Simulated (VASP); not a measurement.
# Bi2Se3 (R-3m) in VASP: further runs

Bi2Se3 is run at these levels: PBE; tasks: electric field gradients.

Program: VASP 6.6.1. These are calculated values, not measurements. Logs are shortened: lines on timing, memory, paths and dates and some standing lists are left out, and cuts for length are marked.

### 1 The cell of the first run

The structure is trigonal, space group R-3m (No. 166). Conventional cell: a = 4.129 Å, b = 4.129 Å, c = 28.540 Å, α = 90.00°, β = 90.00°, γ = 120.00°. Bi (site symmetry 3m) has 6 Se at 2.84 to 3.06 Å within 3.7 Å. Within 4.3 Å of Se (site symmetry -3m) lie 6 Bi at 3.06 Å and 12 Se at 4.13 to 4.21 Å. Within 3.7 Å of Se (site symmetry 3m) lie 3 Bi at 2.84 Å and 3 Se at 3.51 Å.

### 2 Electric field gradients, PBE (28.09 Å³/atom)

Input file INCAR:

```
PREC     = Accurate       # precision mode
ENCUT    = 520            # plane-wave cutoff, eV
EDIFF    = 1E-8           # SCF threshold, eV
ISMEAR   = -1             # smearing method
SIGMA    = 0.03           # smearing width, eV
LREAL    = False          # projectors in reciprocal space
LASPH    = True           # aspherical terms in the spheres
NELM     = 100            # most SCF steps
ALGO     = Normal         # electronic algorithm
ISIF     = 2              # what is computed and relaxed
LWAVE    = False          # write WAVECAR
LCHARG   = False          # write CHGCAR
GGA      = PE             # functional
LEFG     = True         
NBANDS   = 32             # bands
```

Input file KPOINTS:

```
Automatic mesh
0
Gamma
  6 6 6
```

Input file POSCAR:

```
Bi2Se3
1.0
    2.0645711538      1.1919807114      9.5134055809
   -2.0645711538      1.1919807114      9.5134055809
    0.0000000000     -2.3839614228      9.5134055809
Bi Se
2 3
Direct
    0.4008000000      0.4008000000      0.4008000000
    0.5992000000      0.5992000000      0.5992000000
    0.0000000000      0.0000000000      0.0000000000
    0.2117000000      0.2117000000      0.2117000000
    0.7883000000      0.7883000000      0.7883000000
```

Potentials or basis: VASP PAW PBE potentials, release 64 (Bi_d, Se).

The run is started by

```console
$ cat potpaw_PBE.64/Bi_d/POTCAR potpaw_PBE.64/Se/POTCAR > POTCAR
$ mpirun -np 1 vasp_std > vasp.out
```

OUTCAR:

```text
PREC = Accurate
   ENCUT = 520
   EDIFF = 1E-8
   ISMEAR = -1
   LREAL = False
   LASPH = True
   NELM = 100
   ISIF = 2
   GGA = PE

 ion  position               nearest neighbor table
   1  0.401  0.401  0.401-   5 2.84   5 2.84   5 2.84   3 3.06   3 3.06   3 3.06
   2  0.599  0.599  0.599-   4 2.84   4 2.84   4 2.84   3 3.06   3 3.06   3 3.06
   3  0.000  0.000  0.000-   2 3.06   1 3.06   2 3.06   2 3.06   1 3.06   1 3.06
   4  0.212  0.212  0.212-   2 2.84   2 2.84   2 2.84
   5  0.788  0.788  0.788-   1 2.84   1 2.84   1 2.84

  LATTYP: Found a trigonal (rhomboedric) cell.
 ALAT       =     9.8075561590
 COS(alpha) =     0.9113725817

  Lattice vectors:

 A1 = (   2.0645711538,   1.1919807114,   9.5134055809)
 A2 = (  -2.0645711538,   1.1919807114,   9.5134055809)
 A3 = (   0.0000000000,  -2.3839614228,   9.5134055809)

Analysis of symmetry for initial positions (statically):
=====================================================================
 Subroutine PRICEL returns:
 Original cell was already a primitive cell.

 Routine SETGRP: Setting up the symmetry group for a
 trigonal (rhombohedral) supercell.

 Subroutine GETGRP returns: Found 12 space group operations
 (whereof 12 operations were pure point group operations)
 out of a pool of 12 trial point group operations.

The static configuration has the point symmetry D_3d.

Analysis of symmetry for dynamics (positions and initial velocities):
=====================================================================
 Subroutine PRICEL returns:
 Original cell was already a primitive cell.

 Routine SETGRP: Setting up the symmetry group for a
 trigonal (rhombohedral) supercell.

 Subroutine GETGRP returns: Found 12 space group operations
 (whereof 12 operations were pure point group operations)
 out of a pool of 12 trial point group operations.

The dynamic configuration has the point symmetry D_3d.

 Subroutine INISYM returns: Found 12 space group operations
 (whereof 12 operations are pure point group operations),
 and found     1 'primitive' translations

----------------------------------------------------------------------------------------

                                     Primitive cell

  volume of cell :     140.4709

  direct lattice vectors                    reciprocal lattice vectors
     2.064571154  1.191980711  9.513405581     0.242181045  0.139823292  0.035038276
    -2.064571154  1.191980711  9.513405581    -0.242181045  0.139823292  0.035038276
     0.000000000 -2.383961423  9.513405581     0.000000000 -0.279646583  0.035038276

  length of vectors
     9.807556159  9.807556159  9.807556159     0.281833093  0.281833093  0.281833093

  position of ions in fractional coordinates (direct lattice)
     0.400800000  0.400800000  0.400800000
     0.599200000  0.599200000  0.599200000
     0.000000000  0.000000000  0.000000000
     0.211700000  0.211700000  0.211700000
     0.788300000  0.788300000  0.788300000

  ion indices of the primitive-cell ions
   primitive index   ion index
                 1           1
                 2           2
                 3           3
                 4           4
                 5           5

----------------------------------------------------------------------------------------

 KPOINTS: Automatic mesh

Automatic generation of k-mesh.
 Grid dimensions read from file:
 generate k-points for:    6    6    6

 Generating k-lattice:

  Cartesian coordinates                     Fractional coordinates (reciprocal lattice)
     0.040363508  0.023303882  0.005839713     0.166666667 -0.000000000 -0.000000000
[... 47 lines left out ...]
   NGX,Y,Z   is equivalent  to a cutoff of  13.56, 13.56, 13.56 a.u.
   NGXF,Y,Z  is equivalent  to a cutoff of  27.12, 27.12, 27.12 a.u.
 SYSTEM =  unknown system
   PREC   = accura    normal or accurate (medium, high low for compatibility)
   ISTART =      0    job   : 0-new  1-cont  2-samecut
   ICHARG =      2    charge: 1-file 2-atom 10-const
   ISPIN  =      1    spin polarized calculation?
   LNONCOLLINEAR =      F non collinear calculations
   LSORBIT =      F    spin-orbit coupling
   LASPH  =      T    aspherical Exc in radial PAW
   ENCUT  =  520.0 eV  38.22 Ry    6.18 a.u.  18.24 18.24 18.24*2*pi/ulx,y,z
   NELM   =    100;   NELMIN=  2; NELMDL= -5     # of ELM steps
   EDIFF  = 0.1E-07   stopping-criterion for ELM
   LREAL  =      F    real-space projection
   EDIFFG = 0.1E-06   stopping-criterion for IOM
   NSW    =      0    number of steps for IOM
   IBRION =     -1    ionic relax: 0-MD 1-quasi-New 2-CG
   NFREE  =      0    steps in history (QN), initial steepest desc. (CG)
   ISIF   =      2    stress and relaxation
   ISYM   =      2    0-nonsym 1-usesym 2-fastsym
   POTIM  = 0.5000    time-step for ionic-motion
   TEBEG  =    0.0;   TEEND  =   0.0 temperature during run
   PSTRESS=    0.0 pullay stress
   NELECT =      48.0000    total number of electrons
   NUPDOWN=      -1.0000    fix difference up-down
   EMIN   =  10.00;   EMAX   =-10.00  energy-range for DOS
   EFERMI =   0.00;   METHOD = LEGACY
   ISMEAR =    -1;   SIGMA  =   0.03  broadening in eV -4-tet -1-fermi 0-gaus
   EFERMI_NEDOS =   21; number of points for ismear=-14 and -15
   IALGO  =     38    algorithm
   IMIX   =      4    mixing-type and parameters
     AMIX     =   0.40;   BMIX     =  1.00
     AMIX_MAG =   1.60;   BMIX_MAG =  1.00
  volume/ion in A,a.u.               =      28.09       189.59
  Fermi-wavevector in a.u.,A,eV,Ry     =   1.144528  2.162845 17.822878  1.309945
  Thomas-Fermi vector in A             =   2.281220
   LORBIT       =      0    0 simple, 1 ext, 2 COOP (PROOUT), +10 PAW based schemes
   GGA     = PE    functional components
   LHFCALC =     F    Hartree Fock is set to
   AEXX    =    0.0000 exact exchange contribution
   IVDW    =     0    specifies the selected vdW correction
   LEPSILON=     F    determine dielectric tensor
   LRPA    =     F    only Hartree local field effects (RPA)
 non-spin polarized calculation
  energy-cutoff  :      520.00
  volume of cell :      140.47
 maximum number of plane-waves:      3833
 NGX is ok and might be reduce to    80
   NGX = 37   NGY = 37   NGZ = 37

 number of electron      47.9999997 magnetization

 Free energy of the ion-electron system (eV)
  ---------------------------------------------------
  ext. energy  EPLUGINS =         0.00000000
  ---------------------------------------------------
  free energy    TOTEN  =       -20.13031181 eV

  energy without entropy =      -20.13023737  energy(sigma->0) =      -20.13027459

 E-fermi :   5.1974     XC(G=0):  -9.5431

 val. band max:        5.0920531447   @ k =   0.0000   0.0000   0.0000
 cond. band min:       5.3027701716   @ k =   0.0000   0.0000   0.0000
 fundamental gap:      0.2107170269
 Fermi energy:         5.1973827985

 k-point     1 :       0.0000    0.0000    0.0000
  band No.  band energies     occupation
      1     -18.0522      2.00000
      2     -18.0522      2.00000
      3     -18.0503      2.00000
      4     -18.0503      2.00000
      5     -18.0428      2.00000
      6     -18.0401      2.00000
[... 829 lines left out ...]
     31      10.0748      0.00000
     32      11.5749      0.00000

 [... further k-points ...]

------------------------ aborting loop because EDIFF is reached ----------------------------------------

  FORCE on cell =-STRESS in cart. coord.  units (eV):
  Direction    XX          YY          ZZ          XY          YZ          ZX
  --------------------------------------------------------------------------------------
  -------------------------------------------------------------------------------------
  Total        2.8342409      2.8342409      2.8642279      0.0000000      0.0000000      0.0000000
  in kB       32.3266716     32.3266716     32.6686965      0.0000000      0.0000000      0.0000000
  external PRESSURE =      32.4406799 kB  Pullay stress =       0.0000000 kB

 VOLUME and BASIS-vectors are now :
 -----------------------------------------------------------------------------
  energy-cutoff  :      520.00
  volume of cell :      140.47
      direct lattice vectors                 reciprocal lattice vectors
     2.064571154  1.191980711  9.513405581     0.242181045  0.139823292  0.035038276
    -2.064571154  1.191980711  9.513405581    -0.242181045  0.139823292  0.035038276
     0.000000000 -2.383961423  9.513405581     0.000000000 -0.279646583  0.035038276

 POSITION                                       TOTAL-FORCE (eV/Angst)
 -----------------------------------------------------------------------------------
      0.00000      0.00000     11.43892         0.000000     -0.000000     -0.223274
      0.00000      0.00000     17.10130         0.000000      0.000000      0.223274
      0.00000      0.00000      0.00000         0.000000     -0.000000      0.000000
      0.00000      0.00000      6.04196         0.000000      0.000000     -0.269119
      0.00000      0.00000     22.49825         0.000000     -0.000000      0.269119
 -----------------------------------------------------------------------------------
    total drift:                                0.000000      0.000000     -0.000000

  FREE ENERGIE OF THE ION-ELECTRON SYSTEM (eV)
  ---------------------------------------------------
  free  energy   TOTEN  =       -20.1303118130 eV

  energy  without entropy=      -20.1302373716  energy(sigma->0) =      -20.13027459

 Electric field gradients (V/A^2)
---------------------------------------------------------------------
 ion       V_xx      V_yy      V_zz      V_xy      V_xz      V_yz
---------------------------------------------------------------------
   1      -2.658    -2.658     5.317    -0.000    -0.000     0.000
   2      -2.658    -2.658     5.317    -0.000     0.000     0.000
   3     -36.857   -36.857    73.714    -0.000     0.000     0.000
   4       7.782     7.782   -15.563    -0.000    -0.000     0.000
   5       7.782     7.782   -15.563     0.000    -0.000     0.000
---------------------------------------------------------------------

 Electric field gradients after diagonalization (V/A^2)
 (convention: |V_zz| > |V_xx| > |V_yy|)
----------------------------------------------------------------------
 ion       V_xx      V_yy      V_zz     asymmetry (V_yy - V_xx)/ V_zz
----------------------------------------------------------------------
   1      -2.658    -2.658     5.317       0.000
   2      -2.658    -2.658     5.317       0.000
   3     -36.857   -36.857    73.714       0.000
   4       7.782     7.782   -15.563       0.000
   5       7.782     7.782   -15.563       0.000
----------------------------------------------------------------------

           NMR quadrupolar parameters

 Cq : quadrupolar parameter    Cq=e*Q*V_zz/h
 eta: asymmetry parameters     (V_yy - V_xx)/ V_zz
 Q  : nuclear electric quadrupole moment in mb (millibarn)
----------------------------------------------------------------------
 ion       Cq(MHz)       eta       Q (mb)
----------------------------------------------------------------------
   1       0.013       0.000       1.000
   2       0.013       0.000       1.000
   3       0.178       0.000       1.000
   4      -0.038       0.000       1.000
   5      -0.038       0.000       1.000
----------------------------------------------------------------------
```

Wall time 26 min (1 thread of Intel Xeon Platinum 8259CL at 2.50GHz (Skylake/Cascade Lake), shared host); peak memory 0.94 GiB.

What came out:

* Free energy: -20.1303 eV
* Pressure: 3.2 GPa
* Largest force: 0.269 eV/Å
* Band gap on the k mesh: 0.21 eV
* Largest electric field gradient by atom: Bi +5.3; Se +73.7, -15.6 (each value once) V/Å²

Forces on the atoms (eV/Å):
```
Bi   0.000  0.000 -0.223
Bi   0.000  0.000  0.223
Se   0.000  0.000  0.000
Se   0.000  0.000 -0.269
Se   0.000  0.000  0.269
```

Electric field gradients, principal values (V/Å²):
| atom | least | middle | greatest (by size) |
| --- | --- | --- | --- |
| 1 Bi | -2.658 | -2.658 | 5.317 |
| 2 Bi | -2.658 | -2.658 | 5.317 |
| 3 Se | -36.857 | -36.857 | 73.714 |
| 4 Se | 7.782 | 7.782 | -15.563 |
| 5 Se | 7.782 | 7.782 | -15.563 |

Caveat: the cell stands under pressure; without QUAD_EFG the Cq values of the log hold for a quadrupole moment of 1 mb, not for the nuclei; spin-orbit coupling is left out, which moves the levels of the heavy elements. A k mesh can miss the band edges.

### 3 Electric field gradients, PBE (28.09 Å³/atom)

Input file INCAR:

```
SYSTEM = Bi2Se3
PREC = Accurate
ENCUT = 520
EDIFF = 1E-8
ISMEAR = -1
SIGMA = 0.03
LREAL = .FALSE.
LASPH = .TRUE.
NELM = 80
ALGO = Normal
ISIF = 2
LWAVE = .FALSE.
LCHARG = .FALSE.
GGA = PE
LEFG = .TRUE.
NBANDS = 32
```

Input file KPOINTS:

```
Automatic mesh
0
G
  6 6 6
  0 0 0
```

POSCAR is that of step 2.

Potentials or basis: VASP PAW PBE potentials, release 64 (Bi_d, Se).

The run is started by

```console
$ cat potpaw_PBE.64/Bi_d/POTCAR potpaw_PBE.64/Se/POTCAR > POTCAR
$ mpirun -np 1 vasp_std > vasp.out
```

OUTCAR:

```text
SYSTEM = Bi2Se3
   PREC = Accurate
   ENCUT = 520
   EDIFF = 1E-8
   ISMEAR = -1
   LREAL = .FALSE.
   LASPH = .TRUE.
   NELM = 80
   ISIF = 2
   GGA = PE

 ion  position               nearest neighbor table
   1  0.401  0.401  0.401-   5 2.84   5 2.84   5 2.84   3 3.06   3 3.06   3 3.06
   2  0.599  0.599  0.599-   4 2.84   4 2.84   4 2.84   3 3.06   3 3.06   3 3.06
   3  0.000  0.000  0.000-   2 3.06   1 3.06   2 3.06   2 3.06   1 3.06   1 3.06
   4  0.212  0.212  0.212-   2 2.84   2 2.84   2 2.84
   5  0.788  0.788  0.788-   1 2.84   1 2.84   1 2.84

  LATTYP: Found a trigonal (rhomboedric) cell.
 ALAT       =     9.8075561590
 COS(alpha) =     0.9113725817

  Lattice vectors:

 A1 = (   2.0645711538,   1.1919807114,   9.5134055809)
 A2 = (  -2.0645711538,   1.1919807114,   9.5134055809)
 A3 = (   0.0000000000,  -2.3839614228,   9.5134055809)

Analysis of symmetry for initial positions (statically):
=====================================================================
 Subroutine PRICEL returns:
 Original cell was already a primitive cell.

 Routine SETGRP: Setting up the symmetry group for a
[... 1048 lines left out ...]
      0.00000      0.00000     22.49825         0.000000     -0.000000      0.269119
 -----------------------------------------------------------------------------------
    total drift:                                0.000000      0.000000     -0.000000

  FREE ENERGIE OF THE ION-ELECTRON SYSTEM (eV)
  ---------------------------------------------------
  free  energy   TOTEN  =       -20.1303118130 eV

  energy  without entropy=      -20.1302373716  energy(sigma->0) =      -20.13027459

 Electric field gradients (V/A^2)
---------------------------------------------------------------------
 ion       V_xx      V_yy      V_zz      V_xy      V_xz      V_yz
---------------------------------------------------------------------
   1      -2.658    -2.658     5.317    -0.000    -0.000     0.000
   2      -2.658    -2.658     5.317    -0.000     0.000     0.000
   3     -36.857   -36.857    73.714    -0.000     0.000     0.000
   4       7.782     7.782   -15.563    -0.000    -0.000     0.000
   5       7.782     7.782   -15.563     0.000    -0.000     0.000
---------------------------------------------------------------------

 Electric field gradients after diagonalization (V/A^2)
 (convention: |V_zz| > |V_xx| > |V_yy|)
----------------------------------------------------------------------
 ion       V_xx      V_yy      V_zz     asymmetry (V_yy - V_xx)/ V_zz
----------------------------------------------------------------------
   1      -2.658    -2.658     5.317       0.000
   2      -2.658    -2.658     5.317       0.000
   3     -36.857   -36.857    73.714       0.000
   4       7.782     7.782   -15.563       0.000
   5       7.782     7.782   -15.563       0.000
----------------------------------------------------------------------

           NMR quadrupolar parameters

 Cq : quadrupolar parameter    Cq=e*Q*V_zz/h
 eta: asymmetry parameters     (V_yy - V_xx)/ V_zz
 Q  : nuclear electric quadrupole moment in mb (millibarn)
----------------------------------------------------------------------
 ion       Cq(MHz)       eta       Q (mb)
----------------------------------------------------------------------
   1       0.013       0.000       1.000
   2       0.013       0.000       1.000
   3       0.178       0.000       1.000
   4      -0.038       0.000       1.000
   5      -0.038       0.000       1.000
----------------------------------------------------------------------
```

OSZICAR:

```text
N       E                     dE             d eps       ncg     rms          rms(c)
DAV:   1     0.466298494629E+03    0.46630E+03   -0.22850E+04  2048   0.155E+03
DAV:   2     0.348675867361E+02   -0.43143E+03   -0.41431E+03  2064   0.410E+02
DAV:   3    -0.185979654810E+02   -0.53466E+02   -0.50355E+02  2768   0.150E+02
DAV:   4    -0.208280916588E+02   -0.22301E+01   -0.22193E+01  2264   0.314E+01
DAV:   5    -0.209047487713E+02   -0.76657E-01   -0.76642E-01  2920   0.617E+00    0.524E+00
DAV:   6    -0.201175879542E+02    0.78716E+00   -0.10523E+00  2840   0.727E+00    0.326E+00
DAV:   7    -0.201220250467E+02   -0.44371E-02   -0.35661E-01  2280   0.252E+00    0.172E+00
DAV:   8    -0.201292739064E+02   -0.72489E-02   -0.45529E-02  2456   0.113E+00    0.574E-01
DAV:   9    -0.201300538269E+02   -0.77992E-03   -0.19029E-03  2680   0.430E-01    0.127E-01
DAV:  10    -0.201302280757E+02   -0.17425E-03   -0.10644E-03  2416   0.165E-01    0.532E-02
DAV:  11    -0.201302803711E+02   -0.52295E-04   -0.12553E-04  2384   0.733E-02    0.295E-02
DAV:  12    -0.201303103476E+02   -0.29976E-04   -0.49196E-05  2240   0.337E-02    0.588E-03
DAV:  13    -0.201303117595E+02   -0.14119E-05   -0.31816E-06  2872   0.147E-02    0.385E-03
DAV:  14    -0.201303117825E+02   -0.23004E-07   -0.71246E-07  2344   0.509E-03    0.145E-03
DAV:  15    -0.201303118171E+02   -0.34587E-07   -0.63466E-08  2224   0.134E-03    0.328E-04
DAV:  16    -0.201303118278E+02   -0.10686E-07   -0.21906E-08  2016   0.721E-04    0.217E-04
DAV:  17    -0.201303118031E+02    0.24661E-07   -0.22794E-09  1672   0.281E-04    0.668E-05
DAV:  18    -0.201303118130E+02   -0.99089E-08   -0.46361E-10  1240   0.149E-04
   1 F= -.20130312E+02 E0= -.20130275E+02  d E =-.744414E-04
```

It took 21 min on 1 thread of Intel Xeon Platinum 8259CL at 2.50GHz (Skylake/Cascade Lake), shared host; peak memory 0.94 GiB.

What came out:

```yaml
Free_energy: -20.1303 eV
Pressure: 3.2 GPa
Largest_force: 0.269 eV/Å
Band_gap_on_the_k_mesh: 0.21 eV
Largest_electric_field_gradient_by_atom: Bi +5.3; Se +73.7, -15.6 (each value once) V/Å²
```

Forces on the atoms (eV/Å):
```
Bi   0.000  0.000 -0.223
Bi   0.000  0.000  0.223
Se   0.000  0.000  0.000
Se   0.000  0.000 -0.269
Se   0.000  0.000  0.269
```

Electric field gradients, principal values (V/Å²):
```
atom    least   middle  greatest (by size)
1 Bi   -2.658   -2.658               5.317
2 Bi   -2.658   -2.658               5.317
3 Se  -36.857  -36.857              73.714
4 Se    7.782    7.782             -15.563
5 Se    7.782    7.782             -15.563
```

Caveat: the cell stands under pressure; without QUAD_EFG the Cq values of the log hold for a quadrupole moment of 1 mb, not for the nuclei; spin-orbit coupling is left out, which moves the levels of the heavy elements.

(Part 1 of 2 ends here.)
